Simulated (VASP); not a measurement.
# BP (I-4m2) in VASP: notebook

The runs below take BP through single point, with HSE06.

All numbers are computed with VASP 6.6.1; they aren't measurements. Logs are shortened: lines on timing, memory, paths and dates and some standing lists are left out, and cuts for length are marked.

### 1 The cell of the first run

The structure is tetragonal, space group I-4m2 (No. 119). Conventional cell: a = 3.176 Å, b = 3.176 Å, c = 4.555 Å, α = 90.00°, β = 90.00°, γ = 90.00°. Within 2.6 Å of B (site symmetry -4m2) lie 4 P at 1.95 Å. P (site symmetry -4m2) has 4 B at 1.95 Å within 2.6 Å.

### 2 Single point, HSE06 (epitaxial xy strain -1.0%)

POSCAR reads:

```
BP
1.0
    0.0000000000      2.2456325122      2.2775840145
    2.2456325122      0.0000000000      2.2775840145
    2.2456325122      2.2456325122      0.0000000000
B P
1 1
Direct
    0.0000000000      0.0000000000      0.0000000000
    0.2500000000      0.2500000000      0.2500000000
```

INCAR.step1 reads:

```
SYSTEM = BP
PREC = Accurate ; ENCUT = 520
EDIFF = 1E-5 ; ISMEAR = 0
SIGMA = 0.01 ; LREAL = .FALSE.
LASPH = .TRUE. ; NELM = 100
ALGO = Normal ; ISIF = 2
LWAVE = .TRUE. ; GGA = PE
NBANDS = 11
```

INCAR.step2 reads:

```
SYSTEM = BP
PREC = Accurate ; ENCUT = 520
EDIFF = 1E-6 ; ISMEAR = 0
SIGMA = 0.01 ; LREAL = .FALSE.
LASPH = .TRUE. ; NELM = 100
ALGO = Normal ; ISIF = 2
LWAVE = .FALSE. ; LCHARG = .TRUE.
GGA = PE ; LHFCALC = .TRUE.
HFSCREEN = 0.2079 ; PRECFOCK = Normal
LELF = .TRUE. ; LVHAR = .TRUE.
ISTART = 1 ; NBANDS = 11
```

KPOINTS reads:

```
regular mesh
0
G
  6 6 6
  0 0 0
```

Potentials or basis: VASP PAW PBE potentials, release 64 (B, P).

Run with:

```bash
$ cat potpaw_PBE.64/B/POTCAR potpaw_PBE.64/P/POTCAR > POTCAR
$ cp INCAR.step1 INCAR
$ mpirun -np 1 vasp_std > vasp.out
$ cp INCAR.step2 INCAR
$ mpirun -np 1 vasp_std > vasp.out
```

OUTCAR:

```text
SYSTEM = BP
   PREC = Accurate
   ENCUT = 520
   EDIFF = 1E-6
   ISMEAR = 0
   LREAL = .FALSE.
   LASPH = .TRUE.
   NELM = 100
   ISIF = 2
   GGA = PE
   LHFCALC = .TRUE.
   HFSCREEN = 0.2079
   PRECFOCK = Normal
   ISTART = 1

 ion  position               nearest neighbor table
   1  0.000  0.000  0.000-   2 1.95   2 1.95   2 1.95   2 1.95
   2  0.250  0.250  0.250-   1 1.95   1 1.95   1 1.95   1 1.95

  LATTYP: Found a body centered tetragonal cell.
 ALAT       =     3.1758039549
 C/A-ratio  =     1.4343353978

  Lattice vectors:

 A1 = (  -2.2456325122,   0.0000000000,   2.2775840145)
 A2 = (   2.2456325122,   0.0000000000,   2.2775840145)
 A3 = (   0.0000000000,   2.2456325122,  -2.2775840145)

Analysis of symmetry for initial positions (statically):
=====================================================================
 Subroutine PRICEL returns:
 Original cell was already a primitive cell.

 Routine SETGRP: Setting up the symmetry group for a
 body centered tetragonal supercell.

 Subroutine GETGRP returns: Found  8 space group operations
 (whereof  8 operations were pure point group operations)
 out of a pool of 16 trial point group operations.

The static configuration has the point symmetry D_2d.

Analysis of symmetry for dynamics (positions and initial velocities):
=====================================================================
 Subroutine PRICEL returns:
 Original cell was already a primitive cell.

 Routine SETGRP: Setting up the symmetry group for a
 body centered tetragonal supercell.

 Subroutine GETGRP returns: Found  8 space group operations
 (whereof  8 operations were pure point group operations)
 out of a pool of 16 trial point group operations.

The dynamic configuration has the point symmetry D_2d.

 Subroutine INISYM returns: Found  8 space group operations
 (whereof  8 operations are pure point group operations),
 and found     1 'primitive' translations

----------------------------------------------------------------------------------------

                                     Primitive cell

  volume of cell :      22.9711

  direct lattice vectors                    reciprocal lattice vectors
     0.000000000  2.245632512  2.277584014    -0.222654418  0.222654418  0.219530870
     2.245632512  0.000000000  2.277584014     0.222654418 -0.222654418  0.219530870
     2.245632512  2.245632512  0.000000000     0.222654418  0.222654418 -0.219530870

  length of vectors
     3.198476875  3.198476875  3.175803955     0.383853856  0.383853856  0.383853856

  position of ions in fractional coordinates (direct lattice)
     0.000000000  0.000000000  0.000000000
     0.250000000  0.250000000  0.250000000

  ion indices of the primitive-cell ions
   primitive index   ion index
                 1           1
                 2           2

----------------------------------------------------------------------------------------

 KPOINTS: regular mesh

Automatic generation of k-mesh.
 Grid dimensions read from file:
 generate k-points for:    6    6    6

 Generating k-lattice:

  Cartesian coordinates                     Fractional coordinates (reciprocal lattice)
    -0.037109070  0.037109070  0.036588478     0.166666667  0.000000000  0.000000000
     0.037109070 -0.037109070  0.036588478     0.000000000  0.166666667  0.000000000
     0.037109070  0.037109070 -0.036588478     0.000000000  0.000000000  0.166666667

  Length of vectors
     0.063975643  0.063975643  0.063975643

  Shift w.r.t. Gamma in fractional coordinates (k-lattice)
     0.000000000  0.000000000  0.000000000

 Subroutine IBZKPT returns following result:
 ===========================================

 Found     30 irreducible k-points:

 Following reciprocal coordinates:
            Coordinates               Weight
  0.000000  0.000000  0.000000      1.000000
  0.166667  0.000000  0.000000      8.000000
  0.333333  0.000000  0.000000      8.000000
  0.500000  0.000000  0.000000      4.000000
  0.166667  0.166667  0.000000      2.000000
  0.333333  0.166667  0.000000      8.000000
[... 16 lines left out ...]
  0.333333  0.000000  0.333333      4.000000
  0.500000 -0.000000  0.333333     16.000000
 [... further k-points ...]
   k-points           NKPTS =     30   k-points in BZ     NKDIM =    216   number of bands    NBANDS=     11
   number of dos      NEDOS =    301   number of ions     NIONS =      2
   total plane-waves  NPLWV =  13824
   dimension x,y,z NGX =    24 NGY =   24 NGZ =   24
   dimension x,y,z NGXF=    48 NGYF=   48 NGZF=   48
   ions per type =               1   1
   NGX,Y,Z   is equivalent  to a cutoff of  12.47, 12.47, 12.56 a.u.
   NGXF,Y,Z  is equivalent  to a cutoff of  24.95, 24.95, 25.13 a.u.
 SYSTEM =  BP
   PREC   = accura    normal or accurate (medium, high low for compatibility)
   ISTART =      1    job   : 0-new  1-cont  2-samecut
   ICHARG =      0    charge: 1-file 2-atom 10-const
   ISPIN  =      1    spin polarized calculation?
   LNONCOLLINEAR =      F non collinear calculations
   LSORBIT =      F    spin-orbit coupling
   LASPH  =      T    aspherical Exc in radial PAW
   ENCUT  =  520.0 eV  38.22 Ry    6.18 a.u.   5.95  5.95  5.90*2*pi/ulx,y,z
   NELM   =    100;   NELMIN=  2; NELMDL=  0     # of ELM steps
   EDIFF  = 0.1E-05   stopping-criterion for ELM
   LREAL  =      F    real-space projection
   EDIFFG = 0.1E-04   stopping-criterion for IOM
   NSW    =      0    number of steps for IOM
   IBRION =     -1    ionic relax: 0-MD 1-quasi-New 2-CG
   NFREE  =      0    steps in history (QN), initial steepest desc. (CG)
   ISIF   =      2    stress and relaxation
   ISYM   =      3    0-nonsym 1-usesym 2-fastsym
   POTIM  = 0.5000    time-step for ionic-motion
   TEBEG  =    0.0;   TEEND  =   0.0 temperature during run
   PSTRESS=    0.0 pullay stress
   NELECT =       8.0000    total number of electrons
   NUPDOWN=      -1.0000    fix difference up-down
   EMIN   =  10.00;   EMAX   =-10.00  energy-range for DOS
   EFERMI =   0.00;   METHOD = LEGACY
   ISMEAR =     0;   SIGMA  =   0.01  broadening in eV -4-tet -1-fermi 0-gaus
   EFERMI_NEDOS =   21; number of points for ismear=-14 and -15
   IALGO  =     38    algorithm
   IMIX   =      1    mixing-type and parameters
     AMIX     =   0.40;   BMIX     =  1.00
     AMIX_MAG =   1.60;   BMIX_MAG =  1.00
  volume/ion in A,a.u.               =      11.49        77.51
  Fermi-wavevector in a.u.,A,eV,Ry     =   1.151801  2.176589 18.050118  1.326646
  Thomas-Fermi vector in A             =   2.288457
   LORBIT       =      0    0 simple, 1 ext, 2 COOP (PROOUT), +10 PAW based schemes
   GGA     = PE    functional components
   LHFCALC =     T    Hartree Fock is set to
   PRECFOCK=normal    Normal, Fast or Accurate (Low or Medium for compatibility)
   ENCUT4O =  -1.0   cutoff for four orbital integrals eV
   NKREDX  =     1    reduce k-point grid by
   NKREDY  =     1    reduce k-point grid by
   NKREDZ  =     1    reduce k-point grid by
   AEXX    =    0.2500 exact exchange contribution
   HFSCREEN=    0.2079 screening length (either q_TF or 0.3 A-1)
   HFSCREENC=   0.2079 screening length for correlation (either q_TF or 0.3 A-1)
   ENCUTFOCK=  -1.0 apply spherical cutoff to Coloumb kernel
   IVDW    =     0    specifies the selected vdW correction
   LEPSILON=     F    determine dielectric tensor
   LRPA    =     F    only Hartree local field effects (RPA)
 non-spin polarized calculation
 Gauss-broadening in eV      SIGMA  =   0.01
  energy-cutoff  :      520.00
  volume of cell :       22.97
 maximum number of plane-waves:       636
  NGX = 18; NGY = 18; NGZ = 18

 number of electron       8.0000001 magnetization

 Free energy of the ion-electron system (eV)
  ---------------------------------------------------
  ext. energy  EPLUGINS =         0.00000000
  ---------------------------------------------------
  free energy    TOTEN  =       -14.82245209 eV

  energy without entropy =      -14.82245209  energy(sigma->0) =      -14.82245209

 E-fermi :   7.3109     XC(G=0):  -9.0633

 val. band max:        7.2589888015   @ k =   0.0000   0.0000   0.0000
 cond. band min:       9.1825091535   @ k =   0.5000   0.0000   0.5000
 fundamental gap:      1.9235203520
 Fermi energy:         7.3109037992

 k-point     1 :       0.0000    0.0000    0.0000
  band No.  band energies     occupation
      1     -10.0469      2.00000
      2       7.1090      2.00000
      3       7.2590      2.00000
      4       7.2590      2.00000
      5      11.5463      0.00000
      6      11.5463      0.00000
      7      11.6265      0.00000
      8      16.1665      0.00000
      9      19.9310      0.00000
     10      20.5064      0.00000
     11      20.9132      0.00000

 k-point     2 :       0.1667    0.0000    0.0000
  band No.  band energies     occupation
      1      -9.4926      2.00000
      2       4.0945      2.00000
      3       6.4261      2.00000
      4       6.5549      2.00000
      5      12.2270      0.00000
      6      12.5460      0.00000
      7      12.5885      0.00000
      8      17.4596      0.00000
      9      19.2823      0.00000
     10      19.5306      0.00000
     11      21.2966      0.00000

 k-point     3 :       0.3333    0.0000    0.0000
  band No.  band energies     occupation
      1      -7.9086      2.00000
      2      -0.3016      2.00000
      3       5.4958      2.00000
      4       5.6738      2.00000
      5      12.1412      0.00000
      6      13.0907      0.00000
      7      13.1853      0.00000
      8      18.7456      0.00000
      9      20.4765      0.00000
     10      20.5134      0.00000
     11      22.1448      0.00000

 k-point     4 :       0.5000    0.0000    0.0000
  band No.  band energies     occupation
      1      -6.3136      2.00000
      2      -2.9183      2.00000
      3       5.1537      2.00000
      4       5.3533      2.00000
      5      12.0191      0.00000
      6      12.8989      0.00000
      7      13.0216      0.00000
      8      18.6324      0.00000
      9      23.4333      0.00000
     10      23.4921      0.00000
     11      23.8043      0.00000

 k-point     5 :       0.1667    0.1667    0.0000
  band No.  band energies     occupation
      1      -9.3198      2.00000
      2       4.9800      2.00000
      3       5.3804      2.00000
      4       5.3804      2.00000
      5      10.5874      0.00000
      6      14.2360      0.00000
      7      14.2360      0.00000
      8      15.2523      0.00000
      9      19.2412      0.00000
     10      21.6726      0.00000
     11      22.0578      0.00000
[... 211 lines left out ...]
 k-point    21 :      -0.1667    0.3333    0.1667
  band No.  band energies     occupation
      1      -6.5091      2.00000
      2      -0.1150      2.00000
      3       1.5849      2.00000
      4       3.6610      2.00000
      5      12.1509      0.00000
      6      13.7276      0.00000
      7      15.1107      0.00000
      8      18.1266      0.00000
      9      21.6542      0.00000
     10      22.4810      0.00000
     11      26.9710      0.00000

 k-point    22 :      -0.3333    0.5000    0.1667
  band No.  band energies     occupation
      1      -4.3918      2.00000
      2      -2.1239      2.00000
      3       1.3844      2.00000
      4       1.5051      2.00000
      5      12.0834      0.00000
      6      12.8014      0.00000
      7      17.8593      0.00000
      8      18.5025      0.00000
      9      21.8331      0.00000
     10      25.1989      0.00000
     11      25.5154      0.00000

 k-point    23 :       0.3333    0.0000    0.3333
  band No.  band energies     occupation
      1      -7.1272      2.00000
      2       1.0253      2.00000
      3       3.2580      2.00000
      4       3.2992      2.00000
      5       9.2554      0.00000
      6      11.3249      0.00000
      7      18.2064      0.00000
      8      18.5922      0.00000
      9      22.7432      0.00000
     10      23.6462      0.00000
     11      26.2636      0.00000

 k-point    24 :       0.5000   -0.0000    0.3333
  band No.  band energies     occupation
      1      -5.3990      2.00000
      2      -1.2323      2.00000
      3       1.4615      2.00000
      4       3.0476      2.00000
      5       9.8247      0.00000
      6      12.2239      0.00000
      7      18.6614      0.00000
      8      19.1683      0.00000
      9      22.8032      0.00000
     10      24.0456      0.00000
     11      26.8926      0.00000

 [... further k-points ...]

------------------------ aborting loop because EDIFF is reached ----------------------------------------

  FORCE on cell =-STRESS in cart. coord.  units (eV):
  Direction    XX          YY          ZZ          XY          YZ          ZX
  --------------------------------------------------------------------------------------
  -------------------------------------------------------------------------------------
  Total        0.3244719      0.3244719     -0.2724073      0.0000000      0.0000000      0.0000000
  in kB       22.6311119     22.6311119    -18.9997379      0.0000000      0.0000000      0.0000000
  external PRESSURE =       8.7541620 kB  Pullay stress =       0.0000000 kB

 VOLUME and BASIS-vectors are now :
 -----------------------------------------------------------------------------
  energy-cutoff  :      520.00
  volume of cell :       22.97
      direct lattice vectors                 reciprocal lattice vectors
     0.000000000  2.245632512  2.277584014    -0.222654418  0.222654418  0.219530870
     2.245632512  0.000000000  2.277584014     0.222654418 -0.222654418  0.219530870
     2.245632512  2.245632512  0.000000000     0.222654418  0.222654418 -0.219530870

 POSITION                                       TOTAL-FORCE (eV/Angst)
 -----------------------------------------------------------------------------------
      0.00000      0.00000      0.00000         0.000000      0.000000      0.000000
      1.12282      1.12282      1.13879        -0.000000     -0.000000     -0.000000
 -----------------------------------------------------------------------------------
    total drift:                               -0.000000      0.000000      0.000000

  FREE ENERGIE OF THE ION-ELECTRON SYSTEM (eV)
  ---------------------------------------------------
  free  energy   TOTEN  =       -14.8224520934 eV

  energy  without entropy=      -14.8224520934  energy(sigma->0) =      -14.82245209
```

It took 6.1 min on 1 thread of Intel Xeon Platinum 8488C (Sapphire Rapids), shared host; peak memory 0.24 GiB.

Results:

- Free energy: -14.8225 eV
- Pressure: 0.9 GPa
- Band gap on the k mesh: 1.92 eV (least direct gap 4.29 eV)

Caveat: the cell differs from its parent crystal (epitaxial xy strain -1.0%); the PAW data sets were made with another functional, which shifts forces and pressure a little. A k mesh can miss the band edges.

### 3 Single point, HSE06 (epitaxial xy strain +1.0%)

POSCAR reads:

```
BP
1.0
    0.0000000000      2.2909988256      2.2590883222
    2.2909988256      0.0000000000      2.2590883222
    2.2909988256      2.2909988256      0.0000000000
B P
1 1
Direct
    0.0000000000      0.0000000000      0.0000000000
    0.2500000000      0.2500000000      0.2500000000
```

INCAR.step1 reads:

```
SYSTEM = BP
PREC     = Accurate       ! precision mode
ENCUT    = 520            ! plane-wave cutoff, eV
EDIFF    = 1E-5           ! SCF threshold, eV
ISMEAR   = 0              ! smearing method
SIGMA    = 0.01           ! smearing width, eV
LREAL    = .False.        ! projectors in reciprocal space
LASPH    = .True.         ! aspherical terms in the spheres
NELM     = 100            ! most SCF steps
ALGO     = Normal         ! electronic algorithm
ISIF     = 2              ! what is computed and relaxed
LWAVE    = .True.         ! write WAVECAR
LCHARG   = .False.        ! write CHGCAR
NBANDS   = 11             ! bands
GGA      = PE             ! functional
```

INCAR.step2 reads:

```
SYSTEM = BP
PREC     = Accurate       ! precision mode
ENCUT    = 520            ! plane-wave cutoff, eV
EDIFF    = 1E-6           ! SCF threshold, eV
ISMEAR   = 0              ! smearing method
SIGMA    = 0.01           ! smearing width, eV
LREAL    = .False.        ! projectors in reciprocal space
LASPH    = .True.         ! aspherical terms in the spheres
NELM     = 100            ! most SCF steps
ALGO     = Normal         ! electronic algorithm
ISIF     = 2              ! what is computed and relaxed
LWAVE    = .False.        ! write WAVECAR
LCHARG   = .False.        ! write CHGCAR
GGA      = PE             ! functional
LHFCALC  = .True.         ! exact exchange
HFSCREEN = 0.2079         ! screening, 1/A
PRECFOCK = Normal       
NBANDS   = 11             ! bands
ISTART   = 1
```

KPOINTS reads:

```
regular mesh
0
Gamma
  6 6 6
  0 0 0
```

Potentials or basis: VASP PAW PBE potentials, release 64 (B, P).

Run with:

```bash
$ cat potpaw_PBE.64/B/POTCAR potpaw_PBE.64/P/POTCAR > POTCAR
$ cp INCAR.step1 INCAR
$ mpirun -np 1 vasp_std > vasp.out
$ cp INCAR.step2 INCAR
$ mpirun -np 1 vasp_std > vasp.out
```

It took 5.9 min on 1 thread of Intel Xeon Platinum 8488C (Sapphire Rapids), shared host; peak memory 0.24 GiB.

It converged, with:

```
Free energy            : -14.8143 eV
Pressure               : -4.5 GPa
Band gap on the k mesh : 1.89 eV (least direct gap 4.17 eV)
```

Stress tensor (GPa, compression positive):
```
-5.76  0.00  0.00
 0.00 -5.76  0.00
 0.00  0.00 -1.89
```

Levels at points of the mesh, in eV from the valence-band top:
| k point | band 1 | band 2 | band 3 | band 4 | band 5 | band 6 | band 7 | band 8 |
| --- | --- | --- | --- | --- | --- | --- | --- | --- |
| (0.00, 0.00, 0.00) | -17.04 | -0.14 | -0.14 | 0.00 | 4.17 | 4.25 | 4.25 | 8.35 |
| (0.50, 0.00, 0.00) | -13.44 | -9.97 | -2.10 | -1.91 | 4.52 | 5.54 | 5.72 | 11.22 |
| (0.50, 0.50, 0.00) | -11.64 | -9.49 | -4.66 | -4.66 | 1.89 | 2.19 | 13.58 | 13.58 |
| (0.50, 0.00, 0.50) | -11.79 | -9.63 | -4.52 | -4.49 | 2.05 | 2.39 | 13.43 | 13.74 |

Caveat: the cell differs from its parent crystal (epitaxial xy strain +1.0%); the cell stands under tension; the PAW data sets were made with another functional, which shifts forces and pressure a little. A k mesh can miss the band edges.

(Continued in part 2 of 2.)
